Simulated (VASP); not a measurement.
# Al3Cu2 (P3m1) in VASP: single point with PBEsol

Aim: the single point of Al3Cu2 with PBEsol.

Everything below comes from runs of VASP 6.6.1. Logs are shortened: lines on timing, memory, paths and dates and some standing lists are left out, and cuts for length are marked.

## Step 1: The cell of the first run

It takes space group P3m1 (No. 156, trigonal). Conventional cell: a = 4.099 Å, b = 4.099 Å, c = 14.464 Å, α = 90.00°, β = 90.00°, γ = 120.00°. Within 3.3 Å of Al (site symmetry 3m) lie 6 Cu at 2.49 Å and 6 Al at 2.94 Å. Al (site symmetry 3m) has 3 Cu at 2.49 Å and 3 Al at 2.94 Å within 3.3 Å. Al (site symmetry 3m) has 5 Cu at 2.45 to 2.56 Å and 6 Al at 2.79 to 2.94 Å within 3.2 Å. Within 3.2 Å of Al (site symmetry 3m) lie 4 Cu at 2.45 to 2.56 Å and 6 Al at 2.79 to 2.94 Å. Within 3.2 Å of Al (site symmetry 3m) lie 4 Cu at 2.45 to 2.56 Å and 3 Al at 2.79 Å. Within 3.2 Å of Al (site symmetry 3m) lie 5 Cu at 2.45 to 2.56 Å and 6 Al at 2.79 to 2.94 Å. Cu (site symmetry 3m) has 4 Al at 2.45 to 2.56 Å within 3.2 Å. Cu (site symmetry 3m) has 8 Al at 2.45 to 2.56 Å and 3 Cu at 2.84 Å within 3.2 Å.

## Step 2: Single point, PBEsol (the distance across one plane changed)

INCAR reads:

```
ALGO     = Fast           # electronic algorithm
EDIFF    = 1E-7           # SCF threshold, eV
ENCUT    = 520            # plane-wave cutoff, eV
GGA      = PS             # functional
ISIF     = 2              # what is computed and relaxed
ISMEAR   = 0              # smearing method
LASPH    = True           # aspherical terms in the spheres
LCHARG   = False          # write CHGCAR
LREAL    = False          # projectors in reciprocal space
LWAVE    = False          # write WAVECAR
NBANDS   = 42             # bands
NELM     = 100            # most SCF steps
PREC     = Accurate       # precision mode
SIGMA    = 0.15           # smearing width, eV
```

KPOINTS reads:

```
k-points
0
Gamma
  13 13 5
```

POSCAR reads:

```
Al3Cu2
1.0
   -2.0492928026     -3.5494792536      0.0000000000
    2.0492928026     -3.5494792536      0.0000000000
    0.0000000000      0.0000000000     14.4642016679
Al Cu
6 4
Direct
    1.0000000000      1.0000000000      0.3716201359
    1.0000000000      1.0000000000      0.0271765954
    0.6666666667      0.6666666667      0.4926941023
    0.6666666667      0.6666666667      0.1482505617
    0.3333333333      0.3333333333      0.5949897101
    0.3333333333      0.3333333333      0.2505461696
    0.6666666667      0.6666666667      0.6617414825
    0.6666666667      0.6666666667      0.3172979420
    0.3333333333      0.3333333333      0.4259423299
    0.3333333333      0.3333333333      0.0814987893
```

Potentials or basis: VASP PAW PBE potentials, release 64 (Al, Cu).

The run is started by

```console
cat potpaw_PBE.64/Al/POTCAR potpaw_PBE.64/Cu/POTCAR > POTCAR
mpirun -np 1 vasp_std > vasp.out
```

OUTCAR:

```text
EDIFF = 1E-7
   ENCUT = 520
   GGA = PS
   ISIF = 2
   ISMEAR = 0
   LASPH = True
   LREAL = False
   NELM = 100
   PREC = Accurate

 ion  position               nearest neighbor table
   1  0.000  0.000  0.372-   8 2.49   8 2.49   8 2.49   9 2.49   9 2.49   9 2.49   6 2.94   6 2.94
                             6 2.94   3 2.94   3 2.94   3 2.94
   2  0.000  0.000  0.027-  10 2.49  10 2.49  10 2.49   4 2.94   4 2.94   4 2.94
   3  0.667  0.667  0.493-   7 2.45   8 2.54   9 2.56   9 2.56   9 2.56   5 2.79   5 2.79   5 2.79
                             1 2.94   1 2.94   1 2.94
   4  0.667  0.667  0.148-   8 2.45  10 2.56  10 2.56  10 2.56   6 2.79   6 2.79   6 2.79   2 2.94
                             2 2.94   2 2.94
   5  0.333  0.333  0.595-   9 2.45   7 2.56   7 2.56   7 2.56   3 2.79   3 2.79   3 2.79
   6  0.333  0.333  0.251-  10 2.45   9 2.54   8 2.56   8 2.56   8 2.56   4 2.79   4 2.79   4 2.79
                             1 2.94   1 2.94   1 2.94
   7  0.667  0.667  0.662-   3 2.45   5 2.56   5 2.56   5 2.56
   8  0.667  0.667  0.317-   4 2.45   1 2.49   1 2.49   1 2.49   3 2.54   6 2.56   6 2.56   6 2.56

   9  0.333  0.333  0.426-   5 2.45   1 2.49   1 2.49   1 2.49   6 2.54   3 2.56   3 2.56   3 2.56

  10  0.333  0.333  0.081-   6 2.45   2 2.49   2 2.49   2 2.49   4 2.56   4 2.56   4 2.56

  LATTYP: Found a hexagonal cell.
 ALAT       =     4.0985856051
 C/A-ratio  =     3.5290715045

  Lattice vectors:

 A1 = (  -2.0492928026,   3.5494792536,   0.0000000000)
 A2 = (  -2.0492928026,  -3.5494792536,   0.0000000000)
 A3 = (   0.0000000000,   0.0000000000,  14.4642016679)

Analysis of symmetry for initial positions (statically):
=====================================================================
 Subroutine PRICEL returns:
 Original cell was already a primitive cell.

 Routine SETGRP: Setting up the symmetry group for a
 hexagonal supercell.

 Subroutine GETGRP returns: Found  6 space group operations
 (whereof  6 operations were pure point group operations)
 out of a pool of 24 trial point group operations.

The static configuration has the point symmetry C_3v.

Analysis of symmetry for dynamics (positions and initial velocities):
=====================================================================
 Subroutine PRICEL returns:
 Original cell was already a primitive cell.

 Routine SETGRP: Setting up the symmetry group for a
 hexagonal supercell.

 Subroutine GETGRP returns: Found  6 space group operations
 (whereof  6 operations were pure point group operations)
 out of a pool of 24 trial point group operations.

The dynamic configuration has the point symmetry C_3v.

 Subroutine INISYM returns: Found  6 space group operations
 (whereof  6 operations are pure point group operations),
 and found     1 'primitive' translations

----------------------------------------------------------------------------------------

                                     Primitive cell

  volume of cell :     210.4230

  direct lattice vectors                    reciprocal lattice vectors
    -2.049292803 -3.549479254  0.000000000    -0.243986608 -0.140865734  0.000000000
     2.049292803 -3.549479254  0.000000000     0.243986608 -0.140865734  0.000000000
     0.000000000  0.000000000 14.464201668     0.000000000  0.000000000  0.069136204

  length of vectors
     4.098585605  4.098585605 14.464201668     0.281731468  0.281731468  0.069136204

  position of ions in fractional coordinates (direct lattice)
     0.000000000  0.000000000  0.371620136
     0.000000000  0.000000000  0.027176595
     0.666666667  0.666666667  0.492694102
     0.666666667  0.666666667  0.148250562
     0.333333333  0.333333333  0.594989710
     0.333333333  0.333333333  0.250546170
     0.666666667  0.666666667  0.661741482
     0.666666667  0.666666667  0.317297942
     0.333333333  0.333333333  0.425942330
     0.333333333  0.333333333  0.081498789

  ion indices of the primitive-cell ions
   primitive index   ion index
                 1           1
                 2           2
                 3           3
                 4           4
                 5           5
                 6           6
                 7           7
                 8           8
                 9           9
                10          10

----------------------------------------------------------------------------------------

 KPOINTS: k-points

Automatic generation of k-mesh.
 Grid dimensions read from file:
 generate k-points for:   13   13    5

 Generating k-lattice:

  Cartesian coordinates                     Fractional coordinates (reciprocal lattice)
    -0.018768201 -0.010835826  0.000000000     0.076923077  0.000000000  0.000000000
     0.018768201 -0.010835826  0.000000000     0.000000000  0.076923077  0.000000000
     0.000000000  0.000000000  0.013827241     0.000000000  0.000000000  0.200000000

  Length of vectors
     0.021671651  0.021671651  0.013827241

  Shift w.r.t. Gamma in fractional coordinates (k-lattice)
     0.000000000  0.000000000  0.000000000

 Subroutine IBZKPT returns following result:
 ===========================================

 Found     91 irreducible k-points:

 Following reciprocal coordinates:
            Coordinates               Weight
  0.000000  0.000000  0.000000      1.000000
  0.076923  0.000000  0.000000      6.000000
  0.153846 -0.000000  0.000000      6.000000
  0.230769  0.000000  0.000000      6.000000
  0.307692 -0.000000  0.000000      6.000000
  0.384615 -0.000000  0.000000      6.000000
[... 16 lines left out ...]
  0.076923  0.000000  0.200000      6.000000
  0.076923  0.076923  0.200000      6.000000
 [... further k-points ...]
   k-points           NKPTS =     91   k-points in BZ     NKDIM =     91   number of bands    NBANDS=     42
   number of dos      NEDOS =    301   number of ions     NIONS =     10
   total plane-waves  NPLWV =  97200
   dimension x,y,z NGX =    30 NGY =   30 NGZ =  108
   dimension x,y,z NGXF=    60 NGYF=   60 NGZF=  216
   ions per type =               6   4
   NGX,Y,Z   is equivalent  to a cutoff of  12.17, 12.17, 12.41 a.u.
   NGXF,Y,Z  is equivalent  to a cutoff of  24.34, 24.34, 24.83 a.u.
 SYSTEM =  unknown system
   PREC   = accura    normal or accurate (medium, high low for compatibility)
   ISTART =      0    job   : 0-new  1-cont  2-samecut
   ICHARG =      2    charge: 1-file 2-atom 10-const
   ISPIN  =      1    spin polarized calculation?
   LNONCOLLINEAR =      F non collinear calculations
   LSORBIT =      F    spin-orbit coupling
   LASPH  =      T    aspherical Exc in radial PAW
   ENCUT  =  520.0 eV  38.22 Ry    6.18 a.u.   7.62  7.62 26.89*2*pi/ulx,y,z
   NELM   =    100;   NELMIN=  2; NELMDL= -5     # of ELM steps
   EDIFF  = 0.1E-06   stopping-criterion for ELM
   LREAL  =      F    real-space projection
   EDIFFG = 0.1E-05   stopping-criterion for IOM
   NSW    =      0    number of steps for IOM
   IBRION =     -1    ionic relax: 0-MD 1-quasi-New 2-CG
   NFREE  =      0    steps in history (QN), initial steepest desc. (CG)
   ISIF   =      2    stress and relaxation
   ISYM   =      2    0-nonsym 1-usesym 2-fastsym
   POTIM  = 0.5000    time-step for ionic-motion
   TEBEG  =    0.0;   TEEND  =   0.0 temperature during run
   PSTRESS=    0.0 pullay stress
   NELECT =      62.0000    total number of electrons
   NUPDOWN=      -1.0000    fix difference up-down
   EMIN   =  10.00;   EMAX   =-10.00  energy-range for DOS
   EFERMI =   0.00;   METHOD = LEGACY
   ISMEAR =     0;   SIGMA  =   0.15  broadening in eV -4-tet -1-fermi 0-gaus
   EFERMI_NEDOS =   21; number of points for ismear=-14 and -15
   IALGO  =     68    algorithm
   IMIX   =      4    mixing-type and parameters
     AMIX     =   0.40;   BMIX     =  1.00
     AMIX_MAG =   1.60;   BMIX_MAG =  1.00
  volume/ion in A,a.u.               =      21.04       142.00
  Fermi-wavevector in a.u.,A,eV,Ry     =   1.089367  2.058606 16.146322  1.186721
  Thomas-Fermi vector in A             =   2.225569
   LORBIT       =      0    0 simple, 1 ext, 2 COOP (PROOUT), +10 PAW based schemes
   GGA     = PS    functional components
   LHFCALC =     F    Hartree Fock is set to
   AEXX    =    0.0000 exact exchange contribution
   IVDW    =     0    specifies the selected vdW correction
   LEPSILON=     F    determine dielectric tensor
   LRPA    =     F    only Hartree local field effects (RPA)
 non-spin polarized calculation
 RMM-DIIS sequential band-by-band and
 Gauss-broadening in eV      SIGMA  =   0.15
  energy-cutoff  :      520.00
  volume of cell :      210.42
 maximum number of plane-waves:      5711
   NGX = 15   NGY = 15   NGZ = 53

 number of electron      61.9999979 magnetization

 Free energy of the ion-electron system (eV)
  ---------------------------------------------------
  ext. energy  EPLUGINS =         0.00000000
  ---------------------------------------------------
  free energy    TOTEN  =       -40.39263748 eV

  energy without entropy =      -40.37122812  energy(sigma->0) =      -40.38193280

 E-fermi :   4.2359     XC(G=0):  -8.8554

 val. band max:        4.2344240328   @ k =   0.0769   0.0769   0.4000
 cond. band min:       4.2814062875   @ k =   0.1538   0.0769   0.4000
 fundamental gap:      0.0469822547
 Fermi energy:         4.2359198436

 k-point     1 :       0.0000    0.0000    0.0000
  band No.  band energies     occupation
      1      -6.5193      2.00000
      2      -4.8984      2.00000
      3      -3.7063      2.00000
      4      -2.0871      2.00000
      5      -1.0417      2.00000
      6      -1.0190      2.00000
[... 34 lines left out ...]
     41       8.4049      0.00000
     42       8.5540      0.00000

 k-point     2 :       0.0769    0.0000    0.0000
  band No.  band energies     occupation
      1      -6.4491      2.00000
      2      -4.8317      2.00000
      3      -3.6423      2.00000
      4      -2.0393      2.00000
      5      -1.0923      2.00000
      6      -0.9979      2.00000
[... 34 lines left out ...]
     41       8.2504      0.00000
     42       8.6106      0.00000

 k-point     3 :       0.1538   -0.0000    0.0000
  band No.  band energies     occupation
      1      -6.2394      2.00000
      2      -4.6325      2.00000
      3      -3.4523      2.00000
      4      -1.9063      2.00000
      5      -1.1858      2.00000
      6      -0.9510      2.00000
[... 34 lines left out ...]
     41       8.6106      0.00000
     42       8.7702      0.00000

 k-point     4 :       0.2308    0.0000    0.0000
  band No.  band energies     occupation
      1      -5.8929      2.00000
      2      -4.3047      2.00000
      3      -3.1435      2.00000
      4      -1.7359      2.00000
      5      -1.3332      2.00000
      6      -0.9566      2.00000
[... 844 lines left out ...]
     41       8.1269      0.00000
     42       8.5317      0.00000

 k-point    23 :       0.0769    0.0000    0.2000
  band No.  band energies     occupation
      1      -6.4491      2.00000
      2      -4.8321      2.00000
      3      -3.6409      2.00000
      4      -2.0425      2.00000
      5      -1.0919      2.00000
      6      -0.9979      2.00000
[... 34 lines left out ...]
     41       8.1468      0.00000
     42       8.6071      0.00000

 k-point    24 :       0.0769    0.0769    0.2000
  band No.  band energies     occupation
      1      -6.4491      2.00000
      2      -4.8321      2.00000
      3      -3.6409      2.00000
      4      -2.0424      2.00000
      5      -1.0919      2.00000
      6      -0.9979      2.00000
[... 34 lines left out ...]
     41       8.2236      0.00000
     42       8.5808      0.00000

 [... further k-points ...]

------------------------ aborting loop because EDIFF is reached ----------------------------------------

  FORCE on cell =-STRESS in cart. coord.  units (eV):
  Direction    XX          YY          ZZ          XY          YZ          ZX
  --------------------------------------------------------------------------------------
  -------------------------------------------------------------------------------------
  Total       -4.2687617     -4.2687617     -0.2015033      0.0000000      0.0000000      0.0000000
  in kB      -32.5026947    -32.5026947     -1.5342620      0.0000000      0.0000000      0.0000000
  external PRESSURE =     -22.1798838 kB  Pullay stress =       0.0000000 kB

 VOLUME and BASIS-vectors are now :
 -----------------------------------------------------------------------------
  energy-cutoff  :      520.00
  volume of cell :      210.42
      direct lattice vectors                 reciprocal lattice vectors
    -2.049292803 -3.549479254  0.000000000    -0.243986608 -0.140865734  0.000000000
     2.049292803 -3.549479254  0.000000000     0.243986608 -0.140865734  0.000000000
     0.000000000  0.000000000 14.464201668     0.000000000  0.000000000  0.069136204

 POSITION                                       TOTAL-FORCE (eV/Angst)
 -----------------------------------------------------------------------------------
      0.00000      0.00000      5.37519         0.000000     -0.000000      0.047603
      0.00000      0.00000      0.39309         0.000000      0.000000      0.619138
      0.00000     -4.73264      7.12643         0.000000      0.000000      0.174147
      0.00000     -4.73264      2.14433        -0.000000     -0.000000     -0.836544
      0.00000     -2.36632      8.60605         0.000000     -0.000000      0.820100
      0.00000     -2.36632      3.62395         0.000000      0.000000     -0.308397
      0.00000     -4.73264      9.57156        -0.000000      0.000000     -0.647516
      0.00000     -4.73264      4.58946         0.000000     -0.000000      0.289104
      0.00000     -2.36632      6.16092         0.000000     -0.000000     -0.136180
      0.00000     -2.36632      1.17881         0.000000     -0.000000     -0.021456
 -----------------------------------------------------------------------------------
    total drift:                               -0.000000     -0.000001      0.001779

  FREE ENERGIE OF THE ION-ELECTRON SYSTEM (eV)
  ---------------------------------------------------
  free  energy   TOTEN  =       -40.3926374775 eV

  energy  without entropy=      -40.3712281177  energy(sigma->0) =      -40.38193280
```

Run time: 17 min. Hardware: 1 thread of Intel Xeon Platinum 8488C (Sapphire Rapids), shared host; peak memory 0.71 GiB.

What came out:

```
Free energy            : -40.3926 eV
Pressure               : -2.2 GPa
Largest force          : 0.837 eV/Å
Band gap on the k mesh : zero (bands 31 and 32 overlap by 2.14 eV)
```

Forces on the atoms (eV/Å):
```
Al   0.000  0.000  0.048
Al   0.000  0.000  0.619
Al   0.000  0.000  0.174
Al   0.000  0.000 -0.837
Al   0.000  0.000  0.820
Al   0.000  0.000 -0.308
Cu   0.000  0.000 -0.648
Cu   0.000  0.000  0.289
Cu   0.000  0.000 -0.136
Cu   0.000  0.000 -0.021
```

Caveat: the cell differs from its parent crystal (the distance across one plane changed); the PAW data sets were made with another functional, which shifts forces and pressure a little.
